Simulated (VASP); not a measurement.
Set up this calculation in VASP 6.6.1, as the native input.

* Task: single point
* Functional: PBE
* Potentials or basis: VASP PAW PBE potentials, release 64 (K_sv, Cl)
* Cutoff: 520 eV
* k mesh: 4 × 4 × 4
* Occupations: gaussian, width 0.01 eV
* Spin: no spin polarisation
* Dipole correction: no
* Further INCAR settings: ALGO = Normal; EDIFF = 1e-06; NBANDS = 15

The structure of KCl (Sylvite) lies in POSCAR:

```
KCl
1.0
    0.0000000000      3.1448471213      3.1448471213
    3.1448471213      0.0000000000      3.1448471213
    3.1448471213      3.1448471213      0.0000000000
K Cl
1 1
Direct
    0.0000000000      0.0000000000      0.0000000000
    0.5000000000      0.5000000000      0.5000000000
```

One way to write it, as run:

INCAR

```
SYSTEM = KCl
PREC     = Accurate       ! precision mode
ENCUT    = 520            ! plane-wave cutoff, eV
EDIFF    = 1E-6           ! SCF threshold, eV
ISMEAR   = 0              ! smearing method
SIGMA    = 0.01           ! smearing width, eV
LREAL    = .FALSE.        ! projectors in reciprocal space
LASPH    = .TRUE.         ! aspherical terms in the spheres
NELM     = 100            ! most SCF steps
ALGO     = Normal         ! electronic algorithm
ISIF     = 2              ! what is computed and relaxed
LWAVE    = .FALSE.        ! write WAVECAR
LCHARG   = .FALSE.        ! write CHGCAR
GGA      = PE             ! functional
NBANDS   = 15             ! bands
```

KPOINTS

```
regular mesh
0
G
  4 4 4
  0 0 0
```

Potentials or basis: VASP PAW PBE potentials, release 64 (K_sv, Cl).

Run with:

```console
$ cat potpaw_PBE.64/K_sv/POTCAR potpaw_PBE.64/Cl/POTCAR > POTCAR
$ mpirun -np 1 vasp_std > vasp.out
```

Results of the run:

```
Pressure               : 0.8 GPa
Band gap on the k mesh : 5.19 eV, direct
```

Caveat: the k points lie up to 0.43 Å⁻¹ apart.

It took 22 s on 1 thread of AMD EPYC 7R13, on a shared host, peak memory 0.17 GiB.
